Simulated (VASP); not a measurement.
A run of VASP 6.6.1:

Contents of INCAR:

```
SYSTEM = Ta2N
  ALGO = Fast
  EDIFF = 1E-6
  ENCUT = 520
  GGA = PS
  ISIF = 2
  ISMEAR = 0
  LASPH = .TRUE.
  LCHARG = .TRUE.
  LELF = .TRUE.
  LREAL = .FALSE.
  LVHAR = .TRUE.
  LWAVE = .FALSE.
  NBANDS = 20
  NELM = 60
  PREC = Accurate
  SIGMA = 0.15
```

Contents of KPOINTS:

```
k-points
0
G
  15 15 8
  0 0 0
```

POSCAR

```
Ta2N
1.0
    3.0782595490     -0.2154781684      0.0000000000
   -1.7257393423      2.7735900531      0.0000000000
    0.0000000000      0.0000000000      5.1616082426
Ta N
2 1
Direct
    0.6666666667      0.3333333333      0.7463700642
    0.3333333333      0.6666666667      0.2536299358
    0.0000000000      0.0000000000      0.0000000000
```

Potentials or basis: VASP PAW PBE potentials, release 64 (Ta_pv, N).

Command:

```console
$ cat potpaw_PBE.64/Ta_pv/POTCAR potpaw_PBE.64/N/POTCAR > POTCAR
$ mpirun -np 1 vasp_std > vasp.out
```

Hardware: 1 thread of Oxide Virtual Turin-like Processor, on a shared host.

Problem. Estimate the wall time of this run.

Solution. It took 19 min on 1 thread of Oxide Virtual Turin-like Processor (shared host), peak memory 0.68 GiB. Counts: scf iterations 15, k points 901.
